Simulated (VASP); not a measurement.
ScTiSe3:

```
CELL_PARAMETERS angstrom
3.10002 -3.47397 0.00000
3.10002 3.47397 0.00000
0.00000 0.00000 5.20023
ATOMIC_POSITIONS crystal
Sc 0.00000 0.00000 0.00000
Ti 0.50000 0.50000 0.00000
Se 0.18891 0.81109 0.50000
Se 0.81109 0.18891 0.50000
Se 0.50000 0.50000 0.50000
```

The cell was built from a structure type or drawn by symmetry, and may not be a known phase.

- Program: VASP 6.6.1
- Task: relaxation of cell and atoms
- Functional: PBE
- Potentials or basis: VASP PAW PBE potentials, release 64 (Sc_sv, Ti_sv, Se)
- Cutoff: 600 eV
- k mesh: 3 × 3 × 3
- Occupations: gaussian, width 0.15 eV
- Spin: collinear spin
- Starting moments: [0.0, 1.0, 0.0, 0.0, 0.0] μB

At the start: pressure 11.2 GPa; volume 22.40 Å³/atom.

Problem. Where does the relaxation end?

Solution. Over 15 steps the energy falls by 655.7 meV/atom and the volume is 29.18 Å³/atom (+30.3 %); space group Cmmm (No. 65, to 0.1 Å) before and after; moment 0.00 μB per cell.

Step by step:
```csv
step,energy change (eV),largest force (eV/Å),pressure (GPa),volume (Å³)
1,0.0000,4.8814,11.16,112.01
2,-3.0313,0.4304,-2.20,136.72
3,-3.0551,0.4590,-2.17,137.94
4,-3.0926,0.5009,-2.03,140.38
5,-3.1351,0.4475,-1.46,145.21
6,-3.1472,0.2928,3.13,140.29
7,-3.2062,0.1022,0.77,142.60
8,-3.2571,0.0463,0.39,144.30
9,-3.2675,0.2235,0.25,145.26
10,-3.2676,0.2511,0.23,145.39
11,-3.2725,0.0861,-0.28,146.51
12,-3.2727,0.0497,-0.39,146.77
13,-3.2758,0.0290,-0.22,146.49
14,-3.2767,0.0145,-0.08,146.25
15,-3.2787,0.0254,-0.08,145.89
```

Final structure:
```cif
data_structure
_symmetry_space_group_name_H-M 'P 1'
_symmetry_Int_Tables_number 1
_cell_length_a 5.6229
_cell_length_b 5.6229
_cell_length_c 4.7135
_cell_angle_alpha 90.000
_cell_angle_beta 90.000
_cell_angle_gamma 101.771
_cell_volume 145.89
loop_
_atom_site_label
_atom_site_type_symbol
_atom_site_fract_x
_atom_site_fract_y
_atom_site_fract_z
_atom_site_occupancy
Sc1 Sc 0.00000 0.00000 0.00000 1
Ti1 Ti 0.50000 0.50000 0.00000 1
Se1 Se 0.14546 0.85454 0.50000 1
Se2 Se 0.85454 0.14546 0.50000 1
Se3 Se 0.50000 0.50000 0.50000 1
```

Caveat: the k points lie up to 0.44 Å⁻¹ apart in the final cell; the volume moved by over 15 % at a fixed basis, so the end points are rough.
